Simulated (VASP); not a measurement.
Runs of VASP 6.6.1 on TaN. The structure is that of space group Cmc2_1 (No. 36), or close to it. The cells are those of the table. 

```tsv
cell	gap on the mesh (eV)	pressure (GPa)	largest force (eV/Å)
a = 3.152, b = 2.805, c = 7.018 Å, angles 90.0, 90.0, 124.2°, 4 atoms	none	7.7	2.22
a = 3.625, b = 3.277, c = 5.187 Å, angles 90.0, 90.0, 123.6°, 4 atoms	none	42.8	10.29
a = 3.152, b = 3.513, c = 5.187 Å, angles 90.0, 90.0, 116.7°, 4 atoms	none	42.5	10.23
a = 2.679, b = 3.041, c = 7.018 Å, angles 90.0, 90.0, 116.1°, 4 atoms	none	(a)	2.03
```

Alike in all rows: task single point; level PBE; potentials or basis VASP PAW PBE potentials, release 64 (Ta_pv, N); no spin polarisation; k mesh 15 × 15 × 8; cutoff (eV) 520; smearing gaussian 0.15 eV.

Question: Estimate the missing entries.

Answer: (a) 8.0.

Caveats: spin-orbit coupling is left out, which moves the levels of the heavy elements; forces of over 1 eV/Å act on the atoms, so gaps and moduli don't describe the material at rest; the stress differs along the axes, from -38 to 53 GPa (at least some runs); the stress differs along the axes, from -14 to 129 GPa (at least some runs); the stress differs along the axes, from -10 to 128 GPa (at least some runs); the stress differs along the axes, from -40 to 59 GPa (at least some runs).

A k mesh can miss the band edges, and the runs leave out spin-orbit coupling on Ta.

A gap of «none» marks levels without a gap at the run's occupations.
